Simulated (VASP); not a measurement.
Here is a VASP 6.6.1 calculation.

The input POSCAR:

```
HgTe
1.0
    0.0000000000      3.2891972858      3.2891972858
    3.2891972858      0.0000000000      3.2891972858
    3.2891972858      3.2891972858      0.0000000000
Hg Te
1 1
Direct
    0.0000000000      0.0000000000      0.0000000000
    0.2500000000      0.2500000000      0.2500000000
```

INCAR.step1

```
PREC     = Accurate       # precision mode
ENCUT    = 520            # plane-wave cutoff, eV
EDIFF    = 1E-5           # SCF threshold, eV
ISMEAR   = -1             # smearing method
SIGMA    = 0.02           # smearing width, eV
LREAL    = False          # projectors in reciprocal space
LASPH    = True           # aspherical terms in the spheres
NELM     = 60             # most SCF steps
ALGO     = Normal         # electronic algorithm
ISIF     = 2              # what is computed and relaxed
LWAVE    = True           # write WAVECAR
LCHARG   = False          # write CHGCAR
NBANDS   = 16             # bands
GGA      = PE             # functional
```

File INCAR.step2:

```
PREC     = Accurate       # precision mode
ENCUT    = 520            # plane-wave cutoff, eV
EDIFF    = 1E-7           # SCF threshold, eV
ISMEAR   = -1             # smearing method
SIGMA    = 0.02           # smearing width, eV
LREAL    = False          # projectors in reciprocal space
LASPH    = True           # aspherical terms in the spheres
NELM     = 60             # most SCF steps
ALGO     = Normal         # electronic algorithm
ISIF     = 2              # what is computed and relaxed
LWAVE    = False          # write WAVECAR
LCHARG   = False          # write CHGCAR
GGA      = PE             # functional
LHFCALC  = True           # exact exchange
HFSCREEN = 0.2079         # screening, 1/A
PRECFOCK = Normal       
NBANDS   = 16             # bands
ISTART   = 1
```

The input KPOINTS:

```
regular mesh
0
Gamma
  4 4 4
```

Potentials or basis: VASP PAW PBE potentials, release 64 (Hg, Te).

The run is started by

```sh
$ cat potpaw_PBE.64/Hg/POTCAR potpaw_PBE.64/Te/POTCAR > POTCAR
$ cp INCAR.step1 INCAR
$ mpirun -np 1 vasp_std > vasp.out
$ cp INCAR.step2 INCAR
$ mpirun -np 1 vasp_std > vasp.out
```

(1) Predict the pressure.

(2) Estimate the band gap on the k mesh.

Results:

(1) 0.1 GPa.

(2) zero (filled and empty bands touch).

Caveat: the k points lie up to 0.41 Å⁻¹ apart; the PAW data sets were made with another functional, which shifts forces and pressure a little; spin-orbit coupling is left out, which moves the levels of the heavy elements.
